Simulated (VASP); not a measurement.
Write the native input for VASP 6.6.1 that does the following.

```yaml
Task: relaxation of cell and atoms
Functional: PBEsol
Potentials_or_basis: VASP PAW PBE potentials, release 64 (Zr_sv, N)
Cutoff: 600 eV
k_mesh: 16 × 16 × 16
Occupations: methfessel-paxton, width 0.1 eV
Spin: no spin polarisation
Target_pressure: 9.4 GPa
Dipole_correction: no
Further_INCAR_settings: ALGO = Normal; EDIFF = 1e-07; IBRION = 2; EDIFFG = -0.002; NSW = 80; ISIF = 3
```

The structure of ZrN lies in POSCAR:

```
ZrN
1.0
    0.0000000000      2.3000000000      2.3000000000
    2.3000000000      0.0000000000      2.3000000000
    2.3000000000      2.3000000000      0.0000000000
Zr N
1 1
Direct
    0.5000000000      0.5000000000      0.5000000000
    0.0000000000      0.0000000000      0.0000000000
```

One way to write it, as run:

INCAR

```
PREC = Accurate
ENCUT = 600
EDIFF = 1E-7
ISMEAR = 1
SIGMA = 0.1
LREAL = F
LASPH = T
NELM = 120
ALGO = Normal
ISIF = 3
LWAVE = F
LCHARG = F
GGA = PS
IBRION = 2
NSW = 80
EDIFFG = -0.002
PSTRESS = 94.0
GGA_COMPAT = F
NELMIN = 4
```

KPOINTS

```
regular mesh
0
Gamma
  16 16 16
```

Potentials or basis: VASP PAW PBE potentials, release 64 (Zr_sv, N).

The run is started by

```bash
$ cat potpaw_PBE.64/Zr_sv/POTCAR potpaw_PBE.64/N/POTCAR > POTCAR
$ mpirun -np 1 vasp_std > vasp.out
```

It gave:

- Relaxed volume: 11.43 Å³/atom
- Relaxed cell: a = 3.185 Å, b = 3.185 Å, c = 3.185 Å, α = 60.00°, β = 60.00°, γ = 60.00°
- Space group after relaxing (to 0.1 Å): Fm-3m (No. 225)
- Energy change on relaxing (the run minimises the enthalpy): +1.8 meV/atom
- Ionic steps: 7
- Pressure after relaxing: 9.4 GPa
- Band gap on the k mesh: zero (an odd number of electrons rules out a gap without spin polarisation)

Caveat: the cell is relaxed towards a set pressure, so the run minimises the enthalpy, not the energy; the PAW data sets were made with another functional, which shifts forces and pressure a little.

Wall time 4.1 min on 1 thread of Intel(R) Xeon(R) Platinum 8488C (Sapphire Rapids), with other jobs on the host, peak memory 0.21 GiB.
